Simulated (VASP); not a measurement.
BN: single point with PBE

Crystal: BN.

```xyz
2
Lattice="1.2511 0.7223 3.3729 -1.2511 0.7223 3.3729 0.0000 -1.4447 3.3729" Properties=species:S:1:pos:R:3 pbc="T T T"
N    -0.0098   -0.0022    6.7595
B     0.0270    0.0233    0.0246
```

This cell differs from its parent crystal: atoms moved at random.

| Item | Value |
| --- | --- |
| Program | VASP 6.6.1 |
| Task | single point |
| Functional | PBE |
| Potentials or basis | VASP PAW PBE potentials, release 64 (N, B) |
| Cutoff | 450 eV |
| k mesh | 10 × 10 × 10 |
| Occupations | gaussian, width 0.02 eV |
| Spin | no spin polarisation |
| Further INCAR settings | ALGO = Normal; EDIFF = 1e-07 |

| Quantity | Value |
| --- | --- |
| Largest force | 2.004 eV/Å |
| Band gap on the k mesh | 3.91 eV (least direct gap 4.75 eV) |

Forces on the atoms (eV/Å):
```
N    1.660  1.111  0.165
B   -1.660 -1.111 -0.165
```

Levels at points of the mesh, in eV from the valence-band top:
```csv
k point,band 1,band 2,band 3,band 4,band 5,band 6,band 7,band 8
"(0.00, 0.00, 0.00)",-17.82,-4.23,-1.84,-0.81,5.13,10.96,12.33,13.13
"(0.50, 0.00, 0.00)",-14.70,-9.05,-3.85,-0.49,4.95,9.95,13.03,14.91
"(0.00, 0.50, 0.00)",-14.61,-8.93,-4.20,-0.72,5.42,9.78,13.06,14.94
"(0.00, 0.00, 0.50)",-14.60,-8.92,-4.25,-0.75,5.47,9.78,13.07,14.95
"(0.50, 0.50, 0.00)",-14.54,-8.79,-4.30,-1.31,4.42,9.79,14.22,17.54
"(0.50, 0.00, 0.50)",-14.54,-8.81,-4.26,-1.28,4.37,9.78,14.23,17.54
"(0.00, 0.50, 0.50)",-14.63,-8.93,-3.91,-1.04,3.91,9.95,14.29,17.46
```

It took 64 s on 1 thread of AMD EPYC 9R45 96-Core Processor (Zen 5), with other jobs on the host, peak memory 0.17 GiB.

Caveat: the cell differs from its parent crystal (atoms moved at random). A k mesh can miss the band edges.
